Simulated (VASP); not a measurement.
HgTe, 2 atoms in the cell. Symmetry: F-43m, No. 216, cubic system. Conventional cell: a = 6.707 Å, b = 6.707 Å, c = 6.707 Å, α = 90.00°, β = 90.00°, γ = 90.00°. Within 3.8 Å of Hg (site symmetry -43m) lie 4 Te at 2.90 Å. Within 3.8 Å of Te (site symmetry -43m) lie 4 Hg at 2.90 Å.  This cell differs from its parent crystal: volume changed by +6%.

- Program: VASP 6.6.1
- Task: single point
- Functional: r2SCAN
- Potentials or basis: VASP PAW PBE potentials, release 64 (Hg, Te)
- Cutoff: 520 eV
- k mesh: 6 × 6 × 6
- Occupations: fermi-dirac, width 0.02 eV
- Spin: no spin polarisation
- Dipole correction: no
- Further INCAR settings: ALGO = Normal; EDIFF = 1e-07; NBANDS = 16

Potentials or basis: VASP PAW PBE potentials, release 64 (Hg, Te).

Run with:

```sh
$ cat potpaw_PBE.64/Hg/POTCAR potpaw_PBE.64/Te/POTCAR > POTCAR
$ cp INCAR.step1 INCAR
$ mpirun -np 1 vasp_std > vasp.out
$ cp INCAR.step2 INCAR
$ mpirun -np 1 vasp_std > vasp.out
```

Hardware: 1 thread of Intel(R) Xeon(R) Platinum 8488C (Sapphire Rapids) (shared host).

Task: How long does it take, and how much memory?

Result: Wall time 2.4 min on 1 thread of Intel(R) Xeon(R) Platinum 8488C (Sapphire Rapids), with other jobs on the host, peak memory 0.23 GiB. Counts: k points 16.
